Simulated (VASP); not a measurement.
AsAu (zincblende type): single point with PBE

Crystal: AsAu (zincblende type).

```
Au As
1.0
     0.00000    2.90068    2.90068
     2.90068    0.00000    2.90068
     2.90068    2.90068    0.00000
Au As
1 1
Direct
  0.00000 0.00000 0.00000
  0.25000 0.25000 0.25000
```

| Property | Result |
| --- | --- |
| Program | VASP 6.6.1 |
| Task | single point |
| Functional | PBE |
| Potentials or basis | VASP PAW PBE potentials, release 64 (Au, As) |
| Cutoff | 520 eV |
| k mesh | 11 × 11 × 11 |
| Occupations | fermi-dirac, width 0.08 eV |
| Spin | no spin polarisation |

```json
{
  "Pressure": "1.5 GPa",
  "Band gap on the k mesh": "zero (bands 8 and 9 overlap by 3.72 eV)"
}
```

Levels at points of the mesh, in eV from the Fermi level:
```csv
k point,band 4,band 5,band 6,band 7,band 8,band 9,band 10,band 11,band 12,band 13
"(0.00, 0.00, 0.00)",-5.66,-4.31,-4.31,1.70,2.71,2.71,2.71,6.47,6.47,6.47
```

It took 56 s on 1 thread of Intel Xeon 8259CL (shared host), peak memory 0.2 GiB.

Caveat: spin-orbit coupling is left out, which moves the levels of the heavy elements.
